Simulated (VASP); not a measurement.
Write the native input for VASP 6.6.1 that does the following.

```
Task                   : single point
Functional             : PBEsol
Potentials or basis    : VASP PAW PBE potentials, release 64 (Si, Ge_d)
Cutoff                 : 520 eV
k mesh                 : 8 × 8 × 8
Occupations            : gaussian, width 0.01 eV
Spin                   : no spin polarisation
Dipole correction      : no
Further INCAR settings : ALGO = Normal; EDIFF = 1e-06; NBANDS = 31
```

The structure of Si7Ge lies in POSCAR:

```
Si7Ge
1.0
    5.3693237843      0.0000000000      0.0000000000
    0.0000000000      5.3693237843      0.0000000000
    0.0000000000      0.0000000000      5.3693237843
Si Ge
7 1
Direct
    0.2525733437      0.2525733437      0.2525733437
    0.0000000000      0.5000000000      0.5000000000
    0.5000000000      0.5000000000      0.0000000000
    0.5000000000      0.0000000000      0.5000000000
    0.7474266563      0.2525733437      0.7474266563
    0.7474266563      0.7474266563      0.2525733437
    0.2525733437      0.7474266563      0.7474266563
    0.0000000000      0.0000000000      0.0000000000
```

The input as run:

INCAR

```
SYSTEM = Si7Ge
PREC = Accurate ; ENCUT = 520
EDIFF = 1E-6 ; ISMEAR = 0
SIGMA = 0.01 ; LREAL = .False.
LASPH = .True. ; NELM = 60
ALGO = Normal ; ISIF = 2
LWAVE = .False. ; LCHARG = .True.
GGA = PS ; LELF = .True.
LVHAR = .True. ; NBANDS = 31
```

KPOINTS

```
Automatic mesh
0
Gamma
  8 8 8
  0 0 0
```

Potentials or basis: VASP PAW PBE potentials, release 64 (Si, Ge_d).

Launch:

```sh
$ cat potpaw_PBE.64/Si/POTCAR potpaw_PBE.64/Ge_d/POTCAR > POTCAR
$ mpirun -np 1 vasp_std > vasp.out
```

Results of the run:

```json
{"Pressure": "5.1 GPa", "Largest force": "0.011 eV/Å", "Band gap on the k mesh": "0.17 eV, direct"}
```

Caveat: the PAW data sets were made with another functional, which shifts forces and pressure a little.

It took 62 s on 1 thread of Intel(R) Xeon(R) Platinum 8559C (Emerald Rapids), on a shared host, peak memory 0.32 GiB.
